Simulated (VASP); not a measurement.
Write the native input for VASP 6.6.1 that does the following.

| Property | Result |
| --- | --- |
| Task | single point |
| Functional | PBE |
| Dispersion | D3(BJ) |
| Potentials or basis | VASP PAW PBE potentials, release 64 (Rh_pv, H) |
| Cutoff | 520 eV |
| k mesh | 5 × 7 × 1 |
| Occupations | gaussian, width 0.1 eV |
| Spin | no spin polarisation |
| Dipole correction | yes |
| Further INCAR settings | ALGO = Normal; EDIFF = 1e-07; NBANDS = 70 |

The structure of HRh8 lies in POSCAR:

```
HRh8
1.0
    5.3650160441      0.0000000000      0.0000000000
    0.0000000000      3.7936392259      0.0000000000
    0.0000000000      0.0000000000     21.2400770646
Rh H
8 1
Direct
    0.2500000000      0.5000000000      0.1883232338
    0.7500000000      0.5000000000      0.1883232338
    0.0000000000      0.0000000000      0.2514705570
    0.5000000000      0.0000000000      0.2514705570
    0.2500000000      0.5000000000      0.3153506346
    0.7500000000      0.5000000000      0.3153506346
    0.0000000000      0.0000000000      0.3738252475
    0.5000000000      0.0000000000      0.3738252475
    0.0833333333      0.1250000000      0.5291919154
```

These files were run (other wordings do the same):

INCAR

```
  PREC = Accurate
  ENCUT = 520
  EDIFF = 1E-7
  ISMEAR = 0
  SIGMA = 0.1
  LREAL = F
  LASPH = T
  NELM = 80
  ALGO = Normal
  ISIF = 2
  LWAVE = F
  LCHARG = F
  LDIPOL = T
  IDIPOL = 3
  DIPOL = 0.5 0.5 0.310
  GGA = PE
  IVDW = 12
  NBANDS = 70
```

KPOINTS

```
Automatic mesh
0
Gamma
  5 7 1
```

Potentials or basis: VASP PAW PBE potentials, release 64 (Rh_pv, H).

The run is started by

```sh
$ cat potpaw_PBE.64/Rh_pv/POTCAR potpaw_PBE.64/H/POTCAR > POTCAR
$ mpirun -np 1 vasp_std > vasp.out
```

It gave:

The largest force is 0.776 eV/Å. The band gap on the k mesh is zero (an odd number of electrons rules out a gap without spin polarisation) and the dispersion energy per atom is -0.344 eV.

Wall time 12 min on 1 thread of AMD EPYC 9R45 96-Core Processor (Zen 5), on a shared host, peak memory 0.61 GiB.
